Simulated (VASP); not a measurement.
A run of VASP 6.6.1 is set up as follows.

File INCAR:

```
SYSTEM = GaRe12
PREC = Accurate ; ENCUT = 520
EDIFF = 1E-6 ; ISMEAR = 0
SIGMA = 0.15 ; LREAL = .FALSE.
LASPH = .TRUE. ; NELM = 100
ALGO = Normal ; ISIF = 2
LWAVE = .FALSE. ; LCHARG = .TRUE.
GGA = PE ; LELF = .TRUE.
LVHAR = .TRUE. ; NBANDS = 60
```

File KPOINTS:

```
regular mesh
0
G
  4 4 1
  0 0 0
```

POSCAR

```
GaRe12
1.0
    5.5200000000      0.0000000000      0.0000000000
    2.7600000000      4.7804600000      0.0000000000
    0.0000000000      0.0000000000     16.4574000000
Re Ga
12 1
Direct
    0.0000000000      0.0000000000      0.0607628787
    0.5000000000      0.0000000000      0.0607628787
    0.0000000000      0.5000000000      0.0607628787
    0.5000000000      0.5000000000      0.0607628787
   -0.1688727508      0.3330545596      0.1913271841
    0.3353613074      0.3316415157      0.1913840582
   -0.1700343521      0.8359172548      0.1914451858
    0.3319444851      0.8329284211      0.1964295697
   -0.0120650836      0.0069077034      0.3256502242
    0.4994166614      0.0019539961      0.3265665901
    0.0009052538      0.5019579706      0.3240523412
    0.5044878446      0.4923076440      0.3268229489
    0.3124617467      0.8288156370      0.4537818854
```

Potentials or basis: VASP PAW PBE potentials, release 64 (Re, Ga_d).

Launch:

```console
$ cat potpaw_PBE.64/Re/POTCAR potpaw_PBE.64/Ga_d/POTCAR > POTCAR
$ mpirun -np 1 vasp_std > vasp.out
```

Problem. Estimate the band gap on the k mesh.

Solution. Zero (an odd number of electrons rules out a gap without spin polarisation).

Problem. What does it give for the largest force?

Solution. 0.107 eV/Å.

Forces in eV/Å, atoms in the order of the input:
```
Re  -0.018  0.002  0.100
Re  -0.075 -0.029  0.070
Re   0.034  0.018 -0.043
Re  -0.003  0.023  0.078
Re  -0.010 -0.013 -0.016
Re   0.019 -0.010 -0.019
Re   0.015  0.026 -0.042
Re  -0.012  0.004  0.000
Re  -0.031  0.021 -0.014
Re   0.039  0.011 -0.034
Re  -0.012 -0.012 -0.026
Re   0.008 -0.040 -0.067
Ga   0.048  0.000  0.013
```

Caveat: there is no dipole correction, which matters where the two faces differ; spin-orbit coupling is left out, which moves the levels of the heavy elements.
